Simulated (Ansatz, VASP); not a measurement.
**Mn: VASP beside Ansatz**

```
Mn
1.0
    -1.54050    1.54050    1.54050
     1.54050   -1.54050    1.54050
     1.54050    1.54050   -1.54050
Mn
1
Direct
  0.00000 0.00000 0.00000
```

Alike in both runs: task single point; functional PBEsol; k mesh 18 × 18 × 18; occupations gaussian, width 0.05 eV; collinear spin.

|  | VASP | Ansatz |
| --- | --- | --- |
| version | VASP 6.6.1 | Ansatz 0.2.0 |
| potentials or method | VASP PAW PBE potentials, release 64 (Mn_sv), cutoff 600 eV | scalar-relativistic, plane waves, PAW |
| valence electrons in the cell | 15 | 15 |

VASP gave:

```
pressure (GPa)                                                : -22.9
net moment per atom (μB)                                      : 2.82
size of the moment on the site where the two differ most (μB) : 2.65
```

Which values does Ansatz return?

Pressure (GPa): -20.9; net moment per atom (μB): 2.82; size of the moment on the site where the two differ most (μB): 2.75.

VASP's potentials were made for PBE, not for PBEsol. Site moments also hang on the region over which each program counts them.
